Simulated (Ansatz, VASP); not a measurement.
# Hf in VASP and in Ansatz

```xyz
1
Lattice="0.0222 2.2311 2.2311 2.2311 0.0222 2.2311 2.2311 2.2311 0.0222" Properties=species:S:1:pos:R:3 pbc="T T T"
Hf    0.0000    0.0000    0.0000
```

Change from the starting cell: equal xy, yz and zx shear strains of +1 %, crystal datasets.

Alike in both runs: task electric field gradients; functional PBEsol; k mesh 16 × 16 × 16; occupations fermi-dirac, width 0.03 eV; no spin polarisation.

```csv
,VASP,Ansatz
version,VASP 6.6.1,Ansatz 0.2.0
potentials or method,"VASP PAW PBE potentials, release 64 (Hf_pv), cutoff 520 eV","all-electron PAW with datasets made for the crystal, scalar-relativistic"
```

|  | VASP | Ansatz | Ansatz less VASP |
| --- | --- | --- | --- |
| pressure (GPa) | -2.0 | -1.6 | +0.43 |
| traceless stress, the component that is largest in VASP (GPa) | -0.59 | -0.59 | +0.001 |
| size of Vzz on the site where it differs most (V/Å²) | 22.9 | 23.0 | +0.02 |

VASP's potentials were made for PBE, not for PBEsol. Ansatz ran all-electron here, and VASP with PAW potentials.

Neither program's run includes spin-orbit coupling.
